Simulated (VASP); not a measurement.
A run of VASP 6.6.1 is set up as follows.

Contents of INCAR:

```
SYSTEM = C
PREC = Accurate
ENCUT = 520
EDIFF = 1E-8
ISMEAR = -1
SIGMA = 0.03
LREAL = .FALSE.
LASPH = .TRUE.
NELM = 80
ALGO = Normal
ISIF = 2
LWAVE = .FALSE.
LCHARG = .FALSE.
LEFG = .TRUE.
NBANDS = 11
```

KPOINTS

```
Automatic mesh
0
G
  16 16 16
  0 0 0
```

File POSCAR:

```
C
1.0
   -0.0356680000      1.7655660000      1.7655660000
    1.7655660000     -0.0356680000      1.7655660000
    1.7655660000      1.7655660000     -0.0356680000
C
2
Direct
    0.5000000000      0.5000000000      0.5000000000
    0.7500000000      0.7500000000      0.7500000000
```

Potentials or basis: VASP PAW LDA potentials, release 64 (C).

The run is started by

```sh
$ cat potpaw_LDA.64/C/POTCAR > POTCAR
$ mpirun -np 1 vasp_std > vasp.out
```

Q: Predict the band gap on the k mesh.

A: 4.05 eV (least direct gap 5.23 eV).

Q: Estimate the pressure.

A: -11.0 GPa.

Q: Predict the largest force.

A: 0.153 eV/Å.

Electric field gradients, principal values (V/Å²):
| atom | least | middle | greatest (by size) |
| --- | --- | --- | --- |
| 1 C | 2.247 | 2.247 | -4.495 |
| 2 C | 2.247 | 2.247 | -4.495 |

Caveat: the cell differs from its parent crystal (equal xy, yz and zx shear strains of -2 %); the cell stands under tension; without QUAD_EFG the Cq values of the log hold for a quadrupole moment of 1 mb, not for the nuclei. A k mesh can miss the band edges.
